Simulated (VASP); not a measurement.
Write the native input for VASP 6.6.1 that does the following.

```
Task                   : single point
Functional             : LDA
Potentials or basis    : VASP PAW LDA potentials, release 64 (Sr_sv, O)
Cutoff                 : 520 eV
k mesh                 : 9 × 9 × 6
Occupations            : gaussian, width 0.05 eV
Spin                   : no spin polarisation
Dipole correction      : no
Further INCAR settings : ALGO = Normal; EDIFF = 1e-06; NBANDS = 24
```

The structure of SrO lies in POSCAR:

```
SrO
1.0
    3.9174401189      0.0000000000      0.0000000000
   -1.9587200594      3.3926026608      0.0000000000
    0.0000000000      0.0000000000      6.1410272973
Sr O
2 2
Direct
    0.3333333333      0.6666666667      0.9381277000
    0.6666666667      0.3333333333      0.4381277000
    0.3333333333      0.6666666667      0.4368723000
    0.6666666667      0.3333333333      0.9368723000
```

This cell differs from its parent crystal: ratio of the length along z to the lengths across it x 1.3, volume and fractional coordinates fixed.

One way to write it, as run:

INCAR

```
PREC = Accurate
ENCUT = 520
EDIFF = 1E-6
ISMEAR = 0
SIGMA = 0.05
LREAL = F
LASPH = T
NELM = 60
ALGO = Normal
ISIF = 2
LWAVE = F
LCHARG = F
NBANDS = 24
```

KPOINTS

```
regular mesh
0
Gamma
  9 9 6
```

Potentials or basis: VASP PAW LDA potentials, release 64 (Sr_sv, O).

The run is started by

```console
$ cat potpaw_LDA.64/Sr_sv/POTCAR potpaw_LDA.64/O/POTCAR > POTCAR
$ mpirun -np 1 vasp_std > vasp.out
```

It gave:

The pressure is 4.7 GPa and the largest force is 0.026 eV/Å. The band gap on the k mesh is 1.73 eV (least direct gap 2.43 eV).

Caveat: the cell stands under pressure; an odd mesh through Γ misses points on the zone boundary, where band edges can lie.

Run time: 2.1 min on 1 thread of Intel Xeon 8259CL, on a shared host, peak memory 0.22 GiB.
